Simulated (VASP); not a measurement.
# CoO4F (P2/m) in VASP: single point with r2SCAN+U

Aim: the single point of CoO4F with r2SCAN+U.

All numbers are computed with VASP 6.6.1; they aren't measurements. Logs are shortened: lines on timing, memory, paths and dates and some standing lists are left out, and cuts for length are marked.

## (1) The cell of the first run

It takes space group P2/m (No. 10, monoclinic). The conventional cell has a = 3.664 Å, b = 2.392 Å, c = 3.853 Å, α = 90.00°, β = 92.60°, γ = 90.00°. Co (site symmetry 2/m) has 6 O at 1.64 to 1.67 Å within 2.2 Å. F (site symmetry 2/m) has 6 O at 1.52 to 1.61 Å within 2.0 Å. O (site symmetry m) has 2 F at 1.52 Å and 1 Co at 1.67 Å and 1 O at 1.87 Å within 2.0 Å. O (site symmetry m) has 1 F at 1.61 Å and 2 Co at 1.64 Å and 12 O at 2.17 to 2.41 Å within 2.5 Å.

## (2) Single point, r2SCAN+U

POSCAR

```
CoO4F
1.0
    3.6638544500      0.0000000000      0.0000000000
    0.0000000000      2.3922926100      0.0000000000
    0.1747823100      0.0000000000      3.8489093900
Co F O
1 1 4
Direct
    0.0000000000      0.0000000000      0.0000000000
    0.5000000000      0.5000000000      0.5000000000
    0.6900000000      0.0000000000      0.3300000000
    0.3100000000      0.0000000000      0.6700000000
    0.7740000000      0.5000000000      0.8140000000
    0.2260000000      0.5000000000      0.1860000000
```

INCAR.step1

```
SYSTEM = CoO4F
PREC     = Accurate       ! precision mode
ENCUT    = 770            ! plane-wave cutoff, eV
ISMEAR   = -1             ! smearing method
SIGMA    = 0.1            ! smearing width, eV
LREAL    = .FALSE.        ! projectors in reciprocal space
LASPH    = .TRUE.         ! aspherical terms in the spheres
NELM     = 200            ! most SCF steps
LMAXMIX  = 4              ! l up to which the mixer works
LDAU     = .TRUE.         ! DFT+U
LDAUTYPE = 2            
LDAUL    = 2 -1 -1        ! shell
LDAUU    = 4 0 0          ! U, eV
LDAUJ    = 0 0 0        
NBANDS   = 33             ! bands
GGA      = PE             ! functional
ALGO     = Normal         ! electronic algorithm
EDIFF    = 1E-5           ! SCF threshold, eV
LWAVE    = .TRUE.         ! write WAVECAR
LCHARG   = .FALSE.        ! write CHGCAR
GGA_COMPAT= .FALSE.
```

INCAR.step2

```
SYSTEM = CoO4F
PREC     = Accurate       ! precision mode
ENCUT    = 770            ! plane-wave cutoff, eV
EDIFF    = 1E-6           ! SCF threshold, eV
ISMEAR   = -1             ! smearing method
SIGMA    = 0.1            ! smearing width, eV
LREAL    = .FALSE.        ! projectors in reciprocal space
LASPH    = .TRUE.         ! aspherical terms in the spheres
NELM     = 200            ! most SCF steps
ALGO     = Normal         ! electronic algorithm
ISIF     = 2              ! what is computed and relaxed
LWAVE    = .FALSE.        ! write WAVECAR
LCHARG   = .FALSE.        ! write CHGCAR
LMAXMIX  = 4              ! l up to which the mixer works
LDAU     = .TRUE.         ! DFT+U
LDAUTYPE = 2            
LDAUL    = 2 -1 -1        ! shell
LDAUU    = 4 0 0          ! U, eV
LDAUJ    = 0 0 0        
LDAUPRINT= 1            
METAGGA  = R2SCAN         ! meta-GGA
LMIXTAU  = .TRUE.       
NBANDS   = 33             ! bands
ISTART   = 1            
GGA_COMPAT= .FALSE.
```

KPOINTS

```
Automatic mesh
0
G
  5 7 5
  0 0 0
```

Potentials or basis: VASP PAW PBE potentials, release 64 (Co_sv, F, O).

Launch:

```sh
cat potpaw_PBE.64/Co_sv/POTCAR potpaw_PBE.64/F/POTCAR potpaw_PBE.64/O/POTCAR > POTCAR
cp INCAR.step1 INCAR
mpirun -np 1 vasp_std > vasp.out
cp INCAR.step2 INCAR
mpirun -np 1 vasp_std > vasp.out
```

OUTCAR:

```text
SYSTEM = CoO4F
   PREC = Accurate
   ENCUT = 770
   EDIFF = 1E-6
   ISMEAR = -1
   LREAL = .FALSE.
   LASPH = .TRUE.
   NELM = 200
   ISIF = 2
   METAGGA = R2SCAN
   ISTART = 1

 ion  position               nearest neighbor table
   1  0.000  0.000  0.000-   5 1.64   6 1.64   5 1.64   6 1.64   3 1.67   4 1.67
   2  0.500  0.500  0.500-   3 1.52   4 1.52   3 1.52   4 1.52   5 1.61   6 1.61
   3  0.690  0.000  0.330-   2 1.52   2 1.52   1 1.67   4 1.87
   4  0.310  0.000  0.670-   2 1.52   2 1.52   1 1.67   3 1.87
   5  0.774  0.500  0.814-   2 1.61   1 1.64   1 1.64
   6  0.226  0.500  0.186-   2 1.61   1 1.64   1 1.64

  LATTYP: Found a simple monoclinic cell.
 ALAT       =     3.6638544500
 B/A-ratio  =     0.6529442265
 C/A-ratio  =     1.0515908606
 COS(beta)  =    -0.0453641167

  Lattice vectors:

 A1 = (   3.6638544500,   0.0000000000,   0.0000000000)
 A2 = (   0.0000000000,  -2.3922926100,   0.0000000000)
 A3 = (  -0.1747823100,   0.0000000000,  -3.8489093900)

Analysis of symmetry for initial positions (statically):
=====================================================================
 Subroutine PRICEL returns:
 Original cell was already a primitive cell.

 Routine SETGRP: Setting up the symmetry group for a
 simple monoclinic supercell.

 Subroutine GETGRP returns: Found  4 space group operations
 (whereof  4 operations were pure point group operations)
 out of a pool of  4 trial point group operations.

The static configuration has the point symmetry C_2h.

Analysis of symmetry for dynamics (positions and initial velocities):
=====================================================================
 Subroutine PRICEL returns:
 Original cell was already a primitive cell.

 Routine SETGRP: Setting up the symmetry group for a
 simple monoclinic supercell.

 Subroutine GETGRP returns: Found  4 space group operations
 (whereof  4 operations were pure point group operations)
 out of a pool of  4 trial point group operations.

The dynamic configuration has the point symmetry C_2h.

 Subroutine INISYM returns: Found  4 space group operations
 (whereof  4 operations are pure point group operations),
 and found     1 'primitive' translations

----------------------------------------------------------------------------------------

                                     Primitive cell

  volume of cell :      33.7357

  direct lattice vectors                    reciprocal lattice vectors
     3.663854450  0.000000000  0.000000000     0.272936606  0.000000000 -0.012394288
     0.000000000  2.392292610  0.000000000     0.000000000  0.418009066  0.000000000
     0.174782310  0.000000000  3.848909390     0.000000000  0.000000000  0.259813859

  length of vectors
     3.663854450  2.392292610  3.852875854     0.273217879  0.418009066  0.259813859

  position of ions in fractional coordinates (direct lattice)
     0.000000000  0.000000000  0.000000000
     0.500000000  0.500000000  0.500000000
     0.690000000  0.000000000  0.330000000
     0.310000000  0.000000000  0.670000000
     0.774000000  0.500000000  0.814000000
     0.226000000  0.500000000  0.186000000

  ion indices of the primitive-cell ions
   primitive index   ion index
                 1           1
                 2           2
                 3           3
                 4           4
                 5           5
                 6           6

----------------------------------------------------------------------------------------

 KPOINTS: Automatic mesh

Automatic generation of k-mesh.
[... 55 lines left out ...]
   NGXF,Y,Z  is equivalent  to a cutoff of  32.67, 33.36, 31.07 a.u.
 SYSTEM =  CoO4F
   PREC   = accura    normal or accurate (medium, high low for compatibility)
   ISTART =      1    job   : 0-new  1-cont  2-samecut
   ICHARG =      0    charge: 1-file 2-atom 10-const
   ISPIN  =      1    spin polarized calculation?
   LNONCOLLINEAR =      F non collinear calculations
   LSORBIT =      F    spin-orbit coupling
   LASPH  =      T    aspherical Exc in radial PAW
   ENCUT  =  770.0 eV  56.59 Ry    7.52 a.u.   8.29  5.41  8.72*2*pi/ulx,y,z
   NELM   =    200;   NELMIN=  2; NELMDL=  0     # of ELM steps
   EDIFF  = 0.1E-05   stopping-criterion for ELM
   LREAL  =      F    real-space projection
   EDIFFG = 0.1E-04   stopping-criterion for IOM
   NSW    =      0    number of steps for IOM
   IBRION =     -1    ionic relax: 0-MD 1-quasi-New 2-CG
   NFREE  =      0    steps in history (QN), initial steepest desc. (CG)
   ISIF   =      2    stress and relaxation
   ISYM   =      2    0-nonsym 1-usesym 2-fastsym
   POTIM  = 0.5000    time-step for ionic-motion
   TEBEG  =    0.0;   TEEND  =   0.0 temperature during run
   PSTRESS=    0.0 pullay stress
   NELECT =      48.0000    total number of electrons
   NUPDOWN=      -1.0000    fix difference up-down
   EMIN   =  10.00;   EMAX   =-10.00  energy-range for DOS
   EFERMI =   0.00;   METHOD = LEGACY
   ISMEAR =    -1;   SIGMA  =   0.10  broadening in eV -4-tet -1-fermi 0-gaus
   EFERMI_NEDOS =   21; number of points for ismear=-14 and -15
   IALGO  =     38    algorithm
   IMIX   =      4    mixing-type and parameters
     AMIX     =   0.40;   BMIX     =  1.00
     AMIX_MAG =   1.60;   BMIX_MAG =  1.00
  volume/ion in A,a.u.               =       5.62        37.94
  Fermi-wavevector in a.u.,A,eV,Ry     =   1.841303  3.479557 46.129130  3.390395
  Thomas-Fermi vector in A             =   2.893453
   LORBIT       =      0    0 simple, 1 ext, 2 COOP (PROOUT), +10 PAW based schemes
 LDA+U is selected, type is set to LDAUTYPE =  2
   angular momentum for each species LDAUL =     2   -1   -1
   U (eV)           for each species LDAUU =   4.0  0.0  0.0
   J (eV)           for each species LDAUJ =   0.0  0.0  0.0
   METAGGA = R2SCAN    functional components
   LHFCALC =     F    Hartree Fock is set to
   AEXX    =    0.0000 exact exchange contribution
   IVDW    =     0    specifies the selected vdW correction
   LEPSILON=     F    determine dielectric tensor
   LRPA    =     F    only Hartree local field effects (RPA)
 non-spin polarized calculation
  energy-cutoff  :      770.00
  volume of cell :       33.74
 maximum number of plane-waves:      1659
 NGX is ok and might be reduce to    36
   NGX = 17   NGY = 11   NGZ = 17

atom =   1  type =  1  l = 2

 onsite density matrix

spin component  1

  0.6348 -0.1752  0.0000  0.0000  0.0000
 -0.1752  0.6764  0.0000  0.0000  0.0000
  0.0000  0.0000  0.8181  0.0969 -0.0486
  0.0000  0.0000  0.0969  0.5308  0.1057
  0.0000  0.0000 -0.0486  0.1057  0.8231

spin component  2

  0.6348 -0.1752  0.0000  0.0000  0.0000
 -0.1752  0.6764  0.0000  0.0000  0.0000
  0.0000  0.0000  0.8181  0.0969 -0.0486
  0.0000  0.0000  0.0969  0.5308  0.1057
  0.0000  0.0000 -0.0486  0.1057  0.8231

 occupancies and eigenvectors

  o =  0.4641  v =  0.0000  0.0000 -0.2903  0.9066 -0.3063  0.0000  0.0000  0.0000  0.0000  0.0000      0.0000  0.0000  0.0000  0.0000  0.0000  0.0000  0.0000  0.0000  0.0000  0.0000
  o =  0.4641  v =  0.0000  0.0000  0.0000  0.0000  0.0000  0.0000  0.0000 -0.2903  0.9066 -0.3063      0.0000  0.0000  0.0000  0.0000  0.0000  0.0000  0.0000  0.0000  0.0000  0.0000
  o =  0.4792  v =  0.0000  0.0000  0.0000  0.0000  0.0000 -0.7477 -0.6640  0.0000  0.0000  0.0000      0.0000  0.0000  0.0000  0.0000  0.0000  0.0000  0.0000  0.0000  0.0000  0.0000
  o =  0.4792  v = -0.7477 -0.6640  0.0000  0.0000  0.0000  0.0000  0.0000  0.0000  0.0000  0.0000      0.0000  0.0000  0.0000  0.0000  0.0000  0.0000  0.0000  0.0000  0.0000  0.0000
  o =  0.8320  v = -0.6640  0.7477  0.0000  0.0000  0.0000  0.0000  0.0000  0.0000  0.0000  0.0000      0.0000  0.0000  0.0000  0.0000  0.0000  0.0000  0.0000  0.0000  0.0000  0.0000
  o =  0.8320  v =  0.0000  0.0000  0.0000  0.0000  0.0000 -0.6640  0.7477  0.0000  0.0000  0.0000      0.0000  0.0000  0.0000  0.0000  0.0000  0.0000  0.0000  0.0000  0.0000  0.0000
  o =  0.8379  v =  0.0000  0.0000  0.7425  0.4153  0.5255  0.0000  0.0000  0.0000  0.0000  0.0000      0.0000  0.0000  0.0000  0.0000  0.0000  0.0000  0.0000  0.0000  0.0000  0.0000
  o =  0.8379  v =  0.0000  0.0000  0.0000  0.0000  0.0000  0.0000  0.0000  0.7425  0.4153  0.5255      0.0000  0.0000  0.0000  0.0000  0.0000  0.0000  0.0000  0.0000  0.0000  0.0000
  o =  0.8700  v =  0.0000  0.0000  0.0000  0.0000  0.0000  0.0000  0.0000 -0.6037  0.0748  0.7937      0.0000  0.0000  0.0000  0.0000  0.0000  0.0000  0.0000  0.0000  0.0000  0.0000
  o =  0.8700  v =  0.0000  0.0000 -0.6037  0.0748  0.7937  0.0000  0.0000  0.0000  0.0000  0.0000      0.0000  0.0000  0.0000  0.0000  0.0000  0.0000  0.0000  0.0000  0.0000  0.0000

 number of electron      48.0000013 magnetization

 Free energy of the ion-electron system (eV)
  ---------------------------------------------------
  ext. energy  EPLUGINS =         0.00000000
  ---------------------------------------------------
  free energy    TOTEN  =       -19.76611615 eV

  energy without entropy =      -19.66668142  energy(sigma->0) =      -19.71639878

 E-fermi :  10.2268     XC(G=0): -15.5030

 val. band max:       10.1919391870   @ k =  -0.2000   0.1429   0.4000
 cond. band min:      10.2298161486   @ k =   0.2000   0.0000   0.4000
 fundamental gap:      0.0378769617
 Fermi energy:        10.2267970870

 k-point     1 :       0.0000    0.0000    0.0000
  band No.  band energies     occupation
      1     -89.3692      2.00000
      2     -51.3529      2.00000
      3     -51.2889      2.00000
      4     -51.2847      2.00000
      5     -24.0966      2.00000
      6     -11.9351      2.00000
[... 853 lines left out ...]
     32      30.1415      0.00000
     33      30.2065      0.00000

 [... further k-points ...]

------------------------ aborting loop because EDIFF is reached ----------------------------------------

  FORCE on cell =-STRESS in cart. coord.  units (eV):
  Direction    XX          YY          ZZ          XY          YZ          ZX
  --------------------------------------------------------------------------------------
  -------------------------------------------------------------------------------------
  Total       46.9298273     63.1521284     48.1996141      0.0000000      0.0000000      2.4654438
  in kB     2228.7909700   2999.2203625   2289.0956759      0.0000000      0.0000000    117.0888369
  external PRESSURE =    2505.7023361 kB  Pullay stress =       0.0000000 kB

 VOLUME and BASIS-vectors are now :
 -----------------------------------------------------------------------------
  energy-cutoff  :      770.00
  volume of cell :       33.74
      direct lattice vectors                 reciprocal lattice vectors
     3.663854450  0.000000000  0.000000000     0.272936606  0.000000000 -0.012394288
     0.000000000  2.392292610  0.000000000     0.000000000  0.418009066  0.000000000
     0.174782310  0.000000000  3.848909390     0.000000000  0.000000000  0.259813859

 POSITION                                       TOTAL-FORCE (eV/Angst)
 -----------------------------------------------------------------------------------
      0.00000      0.00000      0.00000         0.000000     -0.000000      0.000000
      1.91932      1.19615      1.92445        -0.000000     -0.000000      0.000000
      2.58574      0.00000      1.27014         5.850016     -0.000000     -4.381536
      1.25290      0.00000      2.57877        -5.850016     -0.000000      4.381536
      2.97810      1.19615      3.13301         0.828716      0.000000      2.183318
      0.86054      1.19615      0.71590        -0.828716     -0.000000     -2.183318
 -----------------------------------------------------------------------------------
    total drift:                               -0.000000      0.000000     -0.000000

  FREE ENERGIE OF THE ION-ELECTRON SYSTEM (eV)
  ---------------------------------------------------
  free  energy   TOTEN  =       -19.7661161517 eV

  energy  without entropy=      -19.6666814152  energy(sigma->0) =      -19.71639878
```

Run time: 12 min. Hardware: 1 thread of AMD EPYC 7R43 (Zen 3), shared host; peak memory 0.2 GiB.

Results:

```yaml
Free_energy: -19.7661 eV
Pressure: 250.6 GPa
Largest_force: 7.309 eV/Å
Band_gap_on_the_k_mesh: zero (bands 24 and 25 overlap by 1.04 eV)
```

Forces in eV/Å, atoms in the order of the input:
```
Co   0.000  0.000  0.000
F    0.000  0.000  0.000
O    5.850  0.000 -4.382
O   -5.850  0.000  4.382
O    0.829  0.000  2.183
O   -0.829  0.000 -2.183
```

Eigenvalues of the final occupation matrices:
```csv
site,spin,trace,eigenvalues
site 1 d,1,3.48,0.46 0.48 0.83 0.84 0.87
site 1 d,2,3.48,0.46 0.48 0.83 0.84 0.87
```

Caveat: the k points lie up to 0.38 Å⁻¹ apart, too coarse for converged energies and pressures of a metal; the PAW data sets were made with another functional, which shifts forces and pressure a little; the run has no spin polarisation, though such a crystal can be magnetic; U without spin polarisation on a metal has little footing.

The gap in the log of VASP goes by the Fermi energy; the results here count the filled bands.